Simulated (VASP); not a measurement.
# PbO in VASP: single point with PBEsol

Aim: the single point of PbO with PBEsol.

Program: VASP 6.6.1. These are calculated values, not measurements. Logs are shortened: lines on timing, memory, paths and dates and some standing lists are left out, and cuts for length are marked.

## (1) The cell of the first run

The cell holds a slab with vacuum, 12 atoms: a = 3.988 Å, b = 3.988 Å, c = 27.522 Å, α = 90.00°, β = 90.00°, γ = 90.00°.

## (2) Single point, PBEsol

INCAR

```
PREC = Accurate
ENCUT = 520
EDIFF = 1E-6
ISMEAR = 0
SIGMA = 0.05
LREAL = False
LASPH = True
NELM = 100
ALGO = Normal
ISIF = 2
LWAVE = False
LCHARG = False
LDIPOL = True
IDIPOL = 3
DIPOL = 0.5 0.5 0.500
GGA = PS
NBANDS = 72
```

KPOINTS

```
regular mesh
0
Gamma
  7 7 1
```

POSCAR

```
PbO
1.0
    3.9878519637      0.0000000000      0.0000000000
    0.0000000000      3.9878519637      0.0000000000
    0.0000000000      0.0000000000     27.5221297531
Pb O
6 6
Direct
    0.5000000000      0.0000000000      0.2725079806
    0.0000000000      0.5000000000      0.3585712334
    0.5000000000      0.0000000000      0.4569683736
    0.0000000000      0.5000000000      0.5430316264
    0.5000000000      0.0000000000      0.6414287666
    0.0000000000      0.5000000000      0.7274920194
    0.0000000000      0.0000000000      0.3155396070
    0.5000000000      0.5000000000      0.3155396070
    0.0000000000      0.0000000000      0.5000000000
    0.5000000000      0.5000000000      0.5000000000
    0.0000000000      0.0000000000      0.6844603930
    0.5000000000      0.5000000000      0.6844603930
```

Potentials or basis: VASP PAW PBE potentials, release 64 (Pb_d, O).

Launch:

```console
$ cat potpaw_PBE.64/Pb_d/POTCAR potpaw_PBE.64/O/POTCAR > POTCAR
$ mpirun -np 1 vasp_std > vasp.out
```

OUTCAR:

```text
PREC = Accurate
   ENCUT = 520
   EDIFF = 1E-6
   ISMEAR = 0
   LREAL = False
   LASPH = True
   NELM = 100
   ISIF = 2
   GGA = PS

 ion  position               nearest neighbor table
   1  0.500  0.000  0.273-   7 2.32   8 2.32   8 2.32   7 2.32   2 3.68   2 3.68   2 3.68   2 3.68

   2  0.000  0.500  0.359-   7 2.32   8 2.32   7 2.32   8 2.32   1 3.68   1 3.68   1 3.68   1 3.68
                             3 3.91   3 3.91   3 3.91   3 3.91
   3  0.500  0.000  0.457-   9 2.32  10 2.32  10 2.32   9 2.32   4 3.68   4 3.68   4 3.68   4 3.68
                             2 3.91   2 3.91   2 3.91   2 3.91
   4  0.000  0.500  0.543-   9 2.32  10 2.32   9 2.32  10 2.32   3 3.68   3 3.68   3 3.68   3 3.68
                             5 3.91   5 3.91   5 3.91   5 3.91
   5  0.500  0.000  0.641-  11 2.32  12 2.32  12 2.32  11 2.32   6 3.68   6 3.68   6 3.68   6 3.68
                             4 3.91   4 3.91   4 3.91   4 3.91
   6  0.000  0.500  0.727-  11 2.32  12 2.32  11 2.32  12 2.32   5 3.68   5 3.68   5 3.68   5 3.68

   7  0.000  0.000  0.316-   1 2.32   2 2.32   2 2.32   1 2.32
   8  0.500  0.500  0.316-   1 2.32   2 2.32   1 2.32   2 2.32
   9  0.000  0.000  0.500-   3 2.32   4 2.32   4 2.32   3 2.32
  10  0.500  0.500  0.500-   3 2.32   4 2.32   3 2.32   4 2.32
  11  0.000  0.000  0.684-   5 2.32   6 2.32   6 2.32   5 2.32
  12  0.500  0.500  0.684-   5 2.32   6 2.32   5 2.32   6 2.32

  LATTYP: Found a simple tetragonal cell.
 ALAT       =     3.9878519637
 C/A-ratio  =     6.9014923331

  Lattice vectors:

 A1 = (   3.9878519637,   0.0000000000,   0.0000000000)
 A2 = (   0.0000000000,   3.9878519637,   0.0000000000)
 A3 = (   0.0000000000,   0.0000000000,  27.5221297531)

Analysis of symmetry for initial positions (statically):
=====================================================================
 Subroutine PRICEL returns:
 Original cell was already a primitive cell.

 Routine SETGRP: Setting up the symmetry group for a
 simple tetragonal supercell.

 Subroutine GETGRP returns: Found 16 space group operations
 (whereof  8 operations were pure point group operations)
 out of a pool of 16 trial point group operations.

The static configuration has the point symmetry D_2d.
 The point group associated with its full space group is D_4h.

Analysis of symmetry for dynamics (positions and initial velocities):
=====================================================================
 Subroutine PRICEL returns:
 Original cell was already a primitive cell.

 Routine SETGRP: Setting up the symmetry group for a
 simple tetragonal supercell.

 Subroutine GETGRP returns: Found 16 space group operations
 (whereof  8 operations were pure point group operations)
 out of a pool of 16 trial point group operations.

The dynamic configuration has the point symmetry D_2d.
 The point group associated with its full space group is D_4h.

 Subroutine INISYM returns: Found 16 space group operations
 (whereof  8 operations are pure point group operations),
 and found     1 'primitive' translations

----------------------------------------------------------------------------------------

                                     Primitive cell

  volume of cell :     437.6834

  direct lattice vectors                    reciprocal lattice vectors
     3.987851964  0.000000000  0.000000000     0.250761565  0.000000000  0.000000000
     0.000000000  3.987851964  0.000000000     0.000000000  0.250761565  0.000000000
     0.000000000  0.000000000 27.522129753     0.000000000  0.000000000  0.036334397

  length of vectors
     3.987851964  3.987851964 27.522129753     0.250761565  0.250761565  0.036334397

  position of ions in fractional coordinates (direct lattice)
     0.500000000  0.000000000  0.272507981
     0.000000000  0.500000000  0.358571233
     0.500000000  0.000000000  0.456968374
     0.000000000  0.500000000  0.543031626
     0.500000000  0.000000000  0.641428767
     0.000000000  0.500000000  0.727492019
     0.000000000  0.000000000  0.315539607
     0.500000000  0.500000000  0.315539607
     0.000000000  0.000000000  0.500000000
     0.500000000  0.500000000  0.500000000
     0.000000000  0.000000000  0.684460393
     0.500000000  0.500000000  0.684460393

  ion indices of the primitive-cell ions
   primitive index   ion index
                 1           1
                 2           2
                 3           3
                 4           4
                 5           5
                 6           6
                 7           7
                 8           8
                 9           9
                10          10
                11          11
                12          12

----------------------------------------------------------------------------------------

 KPOINTS: regular mesh

Automatic generation of k-mesh.
 Grid dimensions read from file:
 generate k-points for:    7    7    1

 Generating k-lattice:

  Cartesian coordinates                     Fractional coordinates (reciprocal lattice)
     0.035823081  0.000000000  0.000000000     0.142857143  0.000000000  0.000000000
     0.000000000  0.035823081  0.000000000     0.000000000  0.142857143  0.000000000
     0.000000000  0.000000000  0.036334397     0.000000000  0.000000000  1.000000000

  Length of vectors
     0.035823081  0.035823081  0.036334397

  Shift w.r.t. Gamma in fractional coordinates (k-lattice)
     0.000000000  0.000000000  0.000000000

 Subroutine IBZKPT returns following result:
 ===========================================

 Found     10 irreducible k-points:

 Following reciprocal coordinates:
            Coordinates               Weight
  0.000000  0.000000  0.000000      1.000000
  0.142857  0.000000  0.000000      4.000000
  0.285714  0.000000  0.000000      4.000000
  0.428571  0.000000  0.000000      4.000000
  0.142857  0.142857  0.000000      4.000000
  0.285714  0.142857  0.000000      8.000000
  0.428571  0.142857  0.000000      8.000000
  0.285714  0.285714  0.000000      4.000000
  0.428571  0.285714  0.000000      8.000000
  0.428571  0.428571  0.000000      4.000000
   k-points           NKPTS =     10   k-points in BZ     NKDIM =     10   number of bands    NBANDS=     72
   number of dos      NEDOS =    301   number of ions     NIONS =     12
   total plane-waves  NPLWV = 189000
   dimension x,y,z NGX =    30 NGY =   30 NGZ =  210
   dimension x,y,z NGXF=    60 NGYF=   60 NGZF=  420
   ions per type =               6   6
   NGX,Y,Z   is equivalent  to a cutoff of  12.51, 12.51, 12.68 a.u.
   NGXF,Y,Z  is equivalent  to a cutoff of  25.01, 25.01, 25.37 a.u.
 SYSTEM =  unknown system
   PREC   = accura    normal or accurate (medium, high low for compatibility)
   ISTART =      0    job   : 0-new  1-cont  2-samecut
   ICHARG =      2    charge: 1-file 2-atom 10-const
   ISPIN  =      1    spin polarized calculation?
   LNONCOLLINEAR =      F non collinear calculations
   LSORBIT =      F    spin-orbit coupling
   LASPH  =      T    aspherical Exc in radial PAW
   ENCUT  =  520.0 eV  38.22 Ry    6.18 a.u.   7.41  7.41 51.17*2*pi/ulx,y,z
   NELM   =    100;   NELMIN=  2; NELMDL= -5     # of ELM steps
   EDIFF  = 0.1E-05   stopping-criterion for ELM
   LREAL  =      F    real-space projection
   EDIFFG = 0.1E-04   stopping-criterion for IOM
   NSW    =      0    number of steps for IOM
   IBRION =     -1    ionic relax: 0-MD 1-quasi-New 2-CG
   NFREE  =      0    steps in history (QN), initial steepest desc. (CG)
   ISIF   =      2    stress and relaxation
   ISYM   =      2    0-nonsym 1-usesym 2-fastsym
   POTIM  = 0.5000    time-step for ionic-motion
   TEBEG  =    0.0;   TEEND  =   0.0 temperature during run
   PSTRESS=    0.0 pullay stress
   NELECT =     120.0000    total number of electrons
   NUPDOWN=      -1.0000    fix difference up-down
   EMIN   =  10.00;   EMAX   =-10.00  energy-range for DOS
   EFERMI =   0.00;   METHOD = LEGACY
   ISMEAR =     0;   SIGMA  =   0.05  broadening in eV -4-tet -1-fermi 0-gaus
   EFERMI_NEDOS =   21; number of points for ismear=-14 and -15
   IALGO  =     38    algorithm
   IMIX   =      4    mixing-type and parameters
     AMIX     =   0.40;   BMIX     =  1.00
     AMIX_MAG =   1.60;   BMIX_MAG =  1.00
  volume/ion in A,a.u.               =      36.47       246.14
  Fermi-wavevector in a.u.,A,eV,Ry     =   1.063527  2.009775 15.389411  1.131090
  Thomas-Fermi vector in A             =   2.199015
   LORBIT       =      0    0 simple, 1 ext, 2 COOP (PROOUT), +10 PAW based schemes
   GGA     = PS    functional components
   LHFCALC =     F    Hartree Fock is set to
   AEXX    =    0.0000 exact exchange contribution
   IVDW    =     0    specifies the selected vdW correction
   LEPSILON=     F    determine dielectric tensor
   LRPA    =     F    only Hartree local field effects (RPA)
 non-spin polarized calculation
 Gauss-broadening in eV      SIGMA  =   0.05
  energy-cutoff  :      520.00
  volume of cell :      437.68
 maximum number of plane-waves:     11871
 NGX is ok and might be reduce to    30
   NGX = 15   NGY = 15   NGZ =103

 number of electron     120.0000003 magnetization

 dipolmoment           0.000000      0.000000     -0.000000 electrons x Angstroem

 Free energy of the ion-electron system (eV)
  ---------------------------------------------------
  ext. energy  EPLUGINS =         0.00000000
  ---------------------------------------------------
  free energy    TOTEN  =       -68.47438342 eV

  energy without entropy =      -68.47438342  energy(sigma->0) =      -68.47438342

 E-fermi :   0.9810     XC(G=0):  -5.9397

 val. band max:        0.7281951410   @ k =   0.1429   0.0000   0.0000
 cond. band min:       2.5859320449   @ k =   0.4286   0.4286   0.0000
 fundamental gap:      1.8577369038
 Fermi energy:         0.9809956400

 k-point     1 :       0.0000    0.0000    0.0000
  band No.  band energies     occupation
      1     -17.4693      2.00000
      2     -17.4635      2.00000
      3     -17.4534      2.00000
      4     -16.9251      2.00000
      5     -16.9221      2.00000
      6     -16.9143      2.00000
[... 64 lines left out ...]
     71       5.6385      0.00000
     72       5.9227      0.00000

 k-point     2 :       0.1429    0.0000    0.0000
  band No.  band energies     occupation
      1     -17.4261      2.00000
      2     -17.4223      2.00000
      3     -17.4141      2.00000
      4     -16.9401      2.00000
      5     -16.9381      2.00000
      6     -16.9314      2.00000
[... 64 lines left out ...]
     71       5.8095      0.00000
     72       6.0824      0.00000

 k-point     3 :       0.2857    0.0000    0.0000
  band No.  band energies     occupation
      1     -17.3187      2.00000
      2     -17.3185      2.00000
      3     -17.3138      2.00000
      4     -16.9899      2.00000
      5     -16.9898      2.00000
      6     -16.9850      2.00000
[... 514 lines left out ...]
     71       6.1562      0.00000
     72       6.2277      0.00000

 k-point    10 :       0.4286    0.4286    0.0000
  band No.  band energies     occupation
      1     -17.1099      2.00000
      2     -17.1099      2.00000
      3     -17.1051      2.00000
      4     -17.0857      2.00000
      5     -17.0856      2.00000
      6     -17.0808      2.00000
[... 64 lines left out ...]
     71       6.2311      0.00000
     72       6.3913      0.00000

------------------------ aborting loop because EDIFF is reached ----------------------------------------

 vacuum level on the upper side and lower side of the slab       (xc-potential included)        -0.160        -0.160

  FORCE on cell =-STRESS in cart. coord.  units (eV):
  Direction    XX          YY          ZZ          XY          YZ          ZX
  --------------------------------------------------------------------------------------
  -------------------------------------------------------------------------------------
  Total       -0.0040892     -0.0040892      0.2627116      0.0000000      0.0000000      0.0000000
  in kB       -0.0149688     -0.0149688      0.9616782      0.0000000      0.0000000      0.0000000
  external PRESSURE =       0.3105802 kB  Pullay stress =       0.0000000 kB

 VOLUME and BASIS-vectors are now :
 -----------------------------------------------------------------------------
  energy-cutoff  :      520.00
  volume of cell :      437.68
      direct lattice vectors                 reciprocal lattice vectors
     3.987851964  0.000000000  0.000000000     0.250761565  0.000000000  0.000000000
     0.000000000  3.987851964  0.000000000     0.000000000  0.250761565  0.000000000
     0.000000000  0.000000000 27.522129753     0.000000000  0.000000000  0.036334397

 POSITION                                       TOTAL-FORCE (eV/Angst)
 -----------------------------------------------------------------------------------
      1.99393      0.00000      7.50000         0.000000      0.000000     -0.069704
      0.00000      1.99393      9.86864         0.000000      0.000000      0.082578
      1.99393      0.00000     12.57674        -0.000000      0.000000     -0.043879
      0.00000      1.99393     14.94539         0.000000      0.000000      0.043879
      1.99393      0.00000     17.65349         0.000000      0.000000     -0.082578
      0.00000      1.99393     20.02213         0.000000      0.000000      0.069704
      0.00000      0.00000      8.68432         0.000000      0.000000     -0.007921
      1.99393      1.99393      8.68432        -0.000000     -0.000000     -0.007921
      0.00000      0.00000     13.76106         0.000000      0.000000     -0.000000
      1.99393      1.99393     13.76106        -0.000000      0.000000     -0.000000
      0.00000      0.00000     18.83781         0.000000      0.000000      0.007921
      1.99393      1.99393     18.83781         0.000000      0.000000      0.007921
 -----------------------------------------------------------------------------------
    total drift:                                0.000000      0.000000     -0.000000

  FREE ENERGIE OF THE ION-ELECTRON SYSTEM (eV)
  ---------------------------------------------------
  free  energy   TOTEN  =       -68.4743834184 eV

  energy  without entropy=      -68.4743834184  energy(sigma->0) =      -68.47438342

 vacuum level on the upper side and lower side of the slab         4.863         4.863
```

It took 9.7 min on 1 thread of Intel Xeon Platinum 8259CL at 2.50GHz (Skylake/Cascade Lake), shared host; peak memory 0.58 GiB.

Results:

| Quantity | Value |
| --- | --- |
| Free energy | -68.4744 eV |
| Largest force | 0.083 eV/Å |
| Band gap on the k mesh | 1.86 eV, indirect (least direct gap 1.98 eV) |

Forces in eV/Å, atoms in the order of the input:
```
Pb   0.000  0.000 -0.070
Pb   0.000  0.000  0.083
Pb   0.000  0.000 -0.044
Pb   0.000  0.000  0.044
Pb   0.000  0.000 -0.083
Pb   0.000  0.000  0.070
O    0.000  0.000 -0.008
O    0.000  0.000 -0.008
O    0.000  0.000  0.000
O    0.000  0.000  0.000
O    0.000  0.000  0.008
O    0.000  0.000  0.008
```

Caveat: the PAW data sets were made with another functional, which shifts forces and pressure a little; spin-orbit coupling is left out, which moves the levels of the heavy elements.
